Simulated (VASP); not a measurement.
# Sn3GeTe4 (R3m) in VASP: single point with PBE

Aim: the single point of Sn3GeTe4 with PBE.

Everything below comes from runs of VASP 6.6.1. Logs are shortened: lines on timing, memory, paths and dates and some standing lists are left out, and cuts for length are marked.

## Step 1: The cell of the first run

It takes space group R3m (No. 160, trigonal). Conventional cell: a = 8.938 Å, b = 8.938 Å, c = 11.246 Å, α = 90.00°, β = 90.00°, γ = 120.00°. Within 4.1 Å of Sn (site symmetry m) lie 6 Te at 3.09 to 3.29 Å. Within 3.8 Å of Ge (site symmetry 3m) lie 6 Te at 2.86 to 3.55 Å. Te (site symmetry m) has 2 Ge at 2.86 to 3.55 Å and 4 Sn at 3.11 to 3.28 Å within 3.8 Å. Te (site symmetry 3m) has 6 Sn at 3.09 to 3.29 Å within 4.1 Å.

## Step 2: Single point, PBE

The input, INCAR:

```
SYSTEM = Sn3GeTe4
PREC = Accurate
ENCUT = 520
EDIFF = 1E-6
ISMEAR = 0
SIGMA = 0.01
LREAL = .FALSE.
LASPH = .TRUE.
NELM = 60
ALGO = Normal
ISIF = 2
LWAVE = .FALSE.
LCHARG = .FALSE.
GGA = PE
NBANDS = 50
```

The input, KPOINTS:

```
Automatic mesh
0
G
  6 6 6
  0 0 0
```

The input, POSCAR:

```
Sn3GeTe4
1.0
    4.4691806446      2.5802826482      3.7486671872
   -4.4691806446      2.5802826482      3.7486671872
    0.0000000000     -5.1605652965      3.7486671872
Sn Ge Te
3 1 4
Direct
    0.5041755844      0.0047316998      0.0047316998
    0.0047316998      0.5041755844      0.0047316998
    0.0047316998      0.0047316998      0.5041755844
    0.4820327864      0.4820327864      0.4820327864
    0.0348734008      0.5170252195      0.5170252195
    0.5170252195      0.0348734008      0.5170252195
    0.5170252195      0.5170252195      0.0348734008
    0.0194044696      0.0194044696      0.0194044696
```

Potentials or basis: VASP PAW PBE potentials, release 64 (Sn_d, Ge_d, Te).

Started as:

```sh
$ cat potpaw_PBE.64/Sn_d/POTCAR potpaw_PBE.64/Ge_d/POTCAR potpaw_PBE.64/Te/POTCAR > POTCAR
$ mpirun -np 1 vasp_std > vasp.out
```

OUTCAR:

```text
SYSTEM = Sn3GeTe4
   PREC = Accurate
   ENCUT = 520
   EDIFF = 1E-6
   ISMEAR = 0
   LREAL = .FALSE.
   LASPH = .TRUE.
   NELM = 60
   ISIF = 2
   GGA = PE

 ion  position               nearest neighbor table
   1  0.504  0.005  0.005-   8 3.09   7 3.11   6 3.11   7 3.28   6 3.28   8 3.29
   2  0.005  0.504  0.005-   8 3.09   7 3.11   5 3.11   7 3.28   5 3.28   8 3.29
   3  0.005  0.005  0.504-   8 3.09   6 3.11   5 3.11   5 3.28   6 3.28   8 3.29
   4  0.482  0.482  0.482-   5 2.86   6 2.86   7 2.86
   5  0.035  0.517  0.517-   4 2.86   3 3.11   2 3.11   3 3.28   2 3.28
   6  0.517  0.035  0.517-   4 2.86   3 3.11   1 3.11   3 3.28   1 3.28
   7  0.517  0.517  0.035-   4 2.86   2 3.11   1 3.11   1 3.28   2 3.28
   8  0.019  0.019  0.019-   1 3.09   2 3.09   3 3.09   2 3.29   1 3.29   3 3.29

  LATTYP: Found a trigonal (rhomboedric) cell.
 ALAT       =     6.3783963391
 COS(alpha) =     0.0181100600

  Lattice vectors:

 A1 = (   4.4691806446,   2.5802826482,   3.7486671872)
 A2 = (  -4.4691806446,   2.5802826482,   3.7486671872)
 A3 = (   0.0000000000,  -5.1605652965,   3.7486671872)

Analysis of symmetry for initial positions (statically):
=====================================================================
 Subroutine PRICEL returns:
 Original cell was already a primitive cell.

 Routine SETGRP: Setting up the symmetry group for a
 trigonal (rhombohedral) supercell.

 Subroutine GETGRP returns: Found  6 space group operations
 (whereof  6 operations were pure point group operations)
 out of a pool of 12 trial point group operations.

The static configuration has the point symmetry C_3v.

Analysis of symmetry for dynamics (positions and initial velocities):
=====================================================================
 Subroutine PRICEL returns:
 Original cell was already a primitive cell.

 Routine SETGRP: Setting up the symmetry group for a
 trigonal (rhombohedral) supercell.

 Subroutine GETGRP returns: Found  6 space group operations
 (whereof  6 operations were pure point group operations)
 out of a pool of 12 trial point group operations.

The dynamic configuration has the point symmetry C_3v.

 Subroutine INISYM returns: Found  6 space group operations
 (whereof  6 operations are pure point group operations),
 and found     1 'primitive' translations

----------------------------------------------------------------------------------------

                                     Primitive cell

  volume of cell :     259.3721

  direct lattice vectors                    reciprocal lattice vectors
     4.469180645  2.580282648  3.748667187     0.111877330  0.064592407  0.088920493
    -4.469180645  2.580282648  3.748667187    -0.111877330  0.064592407  0.088920493
     0.000000000 -5.160565296  3.748667187     0.000000000 -0.129184814  0.088920493

  length of vectors
     6.378396339  6.378396339  6.378396339     0.156829749  0.156829749  0.156829749

  position of ions in fractional coordinates (direct lattice)
     0.504175584  0.004731700  0.004731700
     0.004731700  0.504175584  0.004731700
     0.004731700  0.004731700  0.504175584
     0.482032786  0.482032786  0.482032786
     0.034873401  0.517025219  0.517025219
     0.517025219  0.034873401  0.517025219
     0.517025219  0.517025219  0.034873401
     0.019404470  0.019404470  0.019404470

  ion indices of the primitive-cell ions
   primitive index   ion index
                 1           1
                 2           2
                 3           3
                 4           4
                 5           5
                 6           6
                 7           7
                 8           8

----------------------------------------------------------------------------------------

 KPOINTS: Automatic mesh

Automatic generation of k-mesh.
 Grid dimensions read from file:
 generate k-points for:    6    6    6

 Generating k-lattice:

  Cartesian coordinates                     Fractional coordinates (reciprocal lattice)
     0.018646222  0.010765401  0.014820082     0.166666667  0.000000000 -0.000000000
    -0.018646222  0.010765401  0.014820082     0.000000000  0.166666667 -0.000000000
     0.000000000 -0.021530802  0.014820082     0.000000000  0.000000000  0.166666667

  Length of vectors
     0.026138291  0.026138291  0.026138291

  Shift w.r.t. Gamma in fractional coordinates (k-lattice)
     0.000000000  0.000000000  0.000000000

 Subroutine IBZKPT returns following result:
 ===========================================

 Found     32 irreducible k-points:

 Following reciprocal coordinates:
            Coordinates               Weight
  0.000000  0.000000  0.000000      1.000000
  0.166667 -0.000000  0.000000      6.000000
  0.333333 -0.000000  0.000000      6.000000
  0.500000 -0.000000 -0.000000      3.000000
  0.166667  0.166667  0.000000      6.000000
  0.333333  0.166667  0.000000     12.000000
[... 16 lines left out ...]
  0.500000  0.500000  0.166667      6.000000
 -0.333333  0.500000  0.166667     12.000000
 [... further k-points ...]
   k-points           NKPTS =     32   k-points in BZ     NKDIM =     32   number of bands    NBANDS=     50
   number of dos      NEDOS =    301   number of ions     NIONS =      8
   total plane-waves  NPLWV = 110592
   dimension x,y,z NGX =    48 NGY =   48 NGZ =   48
   dimension x,y,z NGXF=    96 NGYF=   96 NGZF=   96
   ions per type =               3   1   4
   NGX,Y,Z   is equivalent  to a cutoff of  12.51, 12.51, 12.51 a.u.
   NGXF,Y,Z  is equivalent  to a cutoff of  25.02, 25.02, 25.02 a.u.
 SYSTEM =  Sn3GeTe4
   PREC   = accura    normal or accurate (medium, high low for compatibility)
   ISTART =      0    job   : 0-new  1-cont  2-samecut
   ICHARG =      2    charge: 1-file 2-atom 10-const
   ISPIN  =      1    spin polarized calculation?
   LNONCOLLINEAR =      F non collinear calculations
   LSORBIT =      F    spin-orbit coupling
   LASPH  =      T    aspherical Exc in radial PAW
   ENCUT  =  520.0 eV  38.22 Ry    6.18 a.u.  11.86 11.86 11.86*2*pi/ulx,y,z
   NELM   =     60;   NELMIN=  2; NELMDL= -5     # of ELM steps
   EDIFF  = 0.1E-05   stopping-criterion for ELM
   LREAL  =      F    real-space projection
   EDIFFG = 0.1E-04   stopping-criterion for IOM
   NSW    =      0    number of steps for IOM
   IBRION =     -1    ionic relax: 0-MD 1-quasi-New 2-CG
   NFREE  =      0    steps in history (QN), initial steepest desc. (CG)
   ISIF   =      2    stress and relaxation
   ISYM   =      2    0-nonsym 1-usesym 2-fastsym
   POTIM  = 0.5000    time-step for ionic-motion
   TEBEG  =    0.0;   TEEND  =   0.0 temperature during run
   PSTRESS=    0.0 pullay stress
   NELECT =      80.0000    total number of electrons
   NUPDOWN=      -1.0000    fix difference up-down
   EMIN   =  10.00;   EMAX   =-10.00  energy-range for DOS
   EFERMI =   0.00;   METHOD = LEGACY
   ISMEAR =     0;   SIGMA  =   0.01  broadening in eV -4-tet -1-fermi 0-gaus
   EFERMI_NEDOS =   21; number of points for ismear=-14 and -15
   IALGO  =     38    algorithm
   IMIX   =      4    mixing-type and parameters
     AMIX     =   0.40;   BMIX     =  1.00
     AMIX_MAG =   1.60;   BMIX_MAG =  1.00
  volume/ion in A,a.u.               =      32.42       218.79
  Fermi-wavevector in a.u.,A,eV,Ry     =   1.106107  2.090239 16.646350  1.223472
  Thomas-Fermi vector in A             =   2.242603
   LORBIT       =      0    0 simple, 1 ext, 2 COOP (PROOUT), +10 PAW based schemes
   GGA     = PE    functional components
   LHFCALC =     F    Hartree Fock is set to
   AEXX    =    0.0000 exact exchange contribution
   IVDW    =     0    specifies the selected vdW correction
   LEPSILON=     F    determine dielectric tensor
   LRPA    =     F    only Hartree local field effects (RPA)
 non-spin polarized calculation
 Gauss-broadening in eV      SIGMA  =   0.01
  energy-cutoff  :      520.00
  volume of cell :      259.37
 maximum number of plane-waves:      7006
   NGX = 23   NGY = 23   NGZ = 23

 number of electron      79.9999992 magnetization

 Free energy of the ion-electron system (eV)
  ---------------------------------------------------
  ext. energy  EPLUGINS =         0.00000000
  ---------------------------------------------------
  free energy    TOTEN  =       -30.45083649 eV

  energy without entropy =      -30.45083649  energy(sigma->0) =      -30.45083649

 E-fermi :   5.9480     XC(G=0):  -9.2204

 val. band max:        5.8303696990   @ k =   0.5000   0.5000   0.5000
 cond. band min:       6.0499996994   @ k =   0.5000   0.5000   0.5000
 fundamental gap:      0.2196300003
 Fermi energy:         5.9479824449

 k-point     1 :       0.0000    0.0000    0.0000
  band No.  band energies     occupation
      1     -19.1199      2.00000
      2     -19.1199      2.00000
      3     -19.1087      2.00000
      4     -19.1087      2.00000
      5     -19.1030      2.00000
      6     -15.8672      2.00000
[... 42 lines left out ...]
     49      10.6899      0.00000
     50      10.7851      0.00000

 k-point     2 :       0.1667   -0.0000    0.0000
  band No.  band energies     occupation
      1     -19.1199      2.00000
      2     -19.1199      2.00000
      3     -19.1088      2.00000
      4     -19.1087      2.00000
      5     -19.1030      2.00000
      6     -15.8662      2.00000
[... 42 lines left out ...]
     49      10.4602      0.00000
     50      10.4914      0.00000

 k-point     3 :       0.3333   -0.0000    0.0000
  band No.  band energies     occupation
      1     -19.1199      2.00000
      2     -19.1199      2.00000
      3     -19.1088      2.00000
      4     -19.1087      2.00000
      5     -19.1030      2.00000
      6     -15.8639      2.00000
[... 1102 lines left out ...]
     49       8.9141      0.00000
     50       9.3606      0.00000

 k-point    24 :      -0.3333    0.5000    0.1667
  band No.  band energies     occupation
      1     -19.1199      2.00000
      2     -19.1199      2.00000
      3     -19.1087      2.00000
      4     -19.1087      2.00000
      5     -19.1030      2.00000
      6     -15.8595      2.00000
[... 42 lines left out ...]
     49       8.7621      0.00000
     50       9.0175      0.00000

 [... further k-points ...]

------------------------ aborting loop because EDIFF is reached ----------------------------------------

  FORCE on cell =-STRESS in cart. coord.  units (eV):
  Direction    XX          YY          ZZ          XY          YZ          ZX
  --------------------------------------------------------------------------------------
  -------------------------------------------------------------------------------------
  Total       -0.0038964     -0.0038964      0.0047783      0.0000000     -0.0000000      0.0000000
  in kB       -0.0240685     -0.0240685      0.0295163      0.0000000     -0.0000000      0.0000000
  external PRESSURE =      -0.0062069 kB  Pullay stress =       0.0000000 kB

 VOLUME and BASIS-vectors are now :
 -----------------------------------------------------------------------------
  energy-cutoff  :      520.00
  volume of cell :      259.37
      direct lattice vectors                 reciprocal lattice vectors
     4.469180645  2.580282648  3.748667187     0.111877330  0.064592407  0.088920493
    -4.469180645  2.580282648  3.748667187    -0.111877330  0.064592407  0.088920493
     0.000000000 -5.160565296  3.748667187     0.000000000 -0.129184814  0.088920493

 POSITION                                       TOTAL-FORCE (eV/Angst)
 -----------------------------------------------------------------------------------
      2.23210      1.28871      1.92546         0.000668      0.000386      0.006996
     -2.23210      1.28871      1.92546        -0.000668      0.000386      0.006996
      0.00000     -2.57741      1.92546        -0.000000     -0.000771      0.006996
      0.00000     -0.00000      5.42094        -0.000000     -0.000000      0.019318
     -2.15482     -1.24409      4.00704        -0.003438     -0.001985     -0.010464
      2.15482     -1.24409      4.00704         0.003438     -0.001985     -0.010464
      0.00000      2.48818      4.00704        -0.000000      0.003970     -0.010464
      0.00000     -0.00000      0.21822        -0.000000      0.000000     -0.008914
 -----------------------------------------------------------------------------------
    total drift:                               -0.000000     -0.000013     -0.001896

  FREE ENERGIE OF THE ION-ELECTRON SYSTEM (eV)
  ---------------------------------------------------
  free  energy   TOTEN  =       -30.4508364923 eV

  energy  without entropy=      -30.4508364923  energy(sigma->0) =      -30.45083649
```

Run time: 5.5 min. Hardware: 1 thread of Intel Xeon Platinum 8259CL at 2.50GHz (Skylake/Cascade Lake), shared host; peak memory 0.56 GiB.

Results:

```
Free energy            : -30.4508 eV
Pressure               : 0.0 GPa
Largest force          : 0.019 eV/Å
Band gap on the k mesh : 0.22 eV
```

Forces in eV/Å, atoms in the order of the input:
```
Sn   0.001  0.000  0.007
Sn  -0.001  0.000  0.007
Sn   0.000 -0.001  0.007
Ge   0.000  0.000  0.019
Te  -0.003 -0.002 -0.010
Te   0.003 -0.002 -0.010
Te   0.000  0.004 -0.010
Te   0.000  0.000 -0.009
```

Caveat: semilocal functionals underestimate gaps, and a narrow one can read as zero; spin-orbit coupling is left out, which moves the levels of the heavy elements.
